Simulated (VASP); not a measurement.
Write the native input for VASP 6.6.1 that does the following.

| Property | Result |
| --- | --- |
| Task | single point |
| Functional | PBE |
| Potentials or basis | VASP PAW PBE potentials, release 64 (Hf_pv) |
| Cutoff | 520 eV |
| k mesh | 10 × 10 × 5 |
| Occupations | fermi-dirac, width 0.05 eV |
| Spin | no spin polarisation |
| Dipole correction | no |
| Further INCAR settings | ALGO = Normal; EDIFF = 1e-06; NBANDS = 17 |

The structure of Hf lies in POSCAR:

```
Hf
1.0
    3.2178708157      0.0000000000      0.0000000000
   -1.6089354078      2.7867578725      0.0000000000
    0.0000000000      0.0000000000      5.0912963404
Hf
2
Direct
    0.6666666667      0.3333333333      0.7500000000
    0.3333333333      0.6666666667      0.2500000000
```

This cell differs from its parent crystal: volume scaled by 1.02.

The input as run:

INCAR

```
ALGO = Normal ; EDIFF = 1E-6
ENCUT = 520 ; GGA = PE
ISIF = 2 ; ISMEAR = -1
LASPH = True ; LCHARG = False
LREAL = False ; LWAVE = False
NBANDS = 17 ; NELM = 60
PREC = Accurate ; SIGMA = 0.05
```

KPOINTS

```
k-points
0
Gamma
  10 10 5
```

Potentials or basis: VASP PAW PBE potentials, release 64 (Hf_pv).

Command:

```sh
$ cat potpaw_PBE.64/Hf_pv/POTCAR > POTCAR
$ mpirun -np 1 vasp_std > vasp.out
```

It gave:

- Pressure: -1.9 GPa
- Band gap on the k mesh: zero (band 10 reaches 5.96 eV, above the bottom of band 11 at 4.47 eV)

Caveat: spin-orbit coupling is left out, which moves the levels of the heavy elements.

Run time: 36 s on 1 thread of AMD EPYC 7R43 64-Core Processor (Zen 3), with other jobs on the host, peak memory 0.13 GiB.
